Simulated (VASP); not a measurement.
SnTe: single point with HSE06

SnTe:

```
CELL_PARAMETERS angstrom
0.00000 3.18221 3.18221
3.18221 0.00000 3.18221
3.18221 3.18221 0.00000
ATOMIC_POSITIONS crystal
Sn 0.00000 0.00000 0.00000
Te 0.50000 0.50000 0.50000
```

```yaml
Program: VASP 6.6.1
Task: single point
Functional: HSE06
Potentials_or_basis: VASP PAW PBE potentials, release 64 (Sn_d, Te)
Cutoff: 520 eV
k_mesh: 4 × 4 × 4
Occupations: fermi-dirac, width 0.02 eV
Spin: no spin polarisation
```

| Property | Result |
| --- | --- |
| Pressure | -0.2 GPa |
| Band gap on the k mesh | 0.19 eV |

Levels at points of the mesh, in eV from the valence-band top:
```
           k point  band 8  band 9  band 10  band 11  band 12  band 13
(0.00, 0.00, 0.00)   -2.46   -2.46    -2.46     3.80     3.80     3.80
(0.50, 0.00, 0.00)   -2.13   -2.13     0.00     0.19     0.59     0.59
(0.50, 0.50, 0.00)   -6.15   -4.16    -4.16     2.52     5.43     5.43
```

It took 36 min on 1 thread of AMD EPYC 7R43 64-Core Processor (Zen 3), with other jobs on the host, peak memory 0.28 GiB.

Caveat: the k points lie up to 0.43 Å⁻¹ apart; the PAW data sets were made with another functional, which shifts forces and pressure a little; spin-orbit coupling is left out, which moves the levels of the heavy elements. A k mesh can miss the band edges.
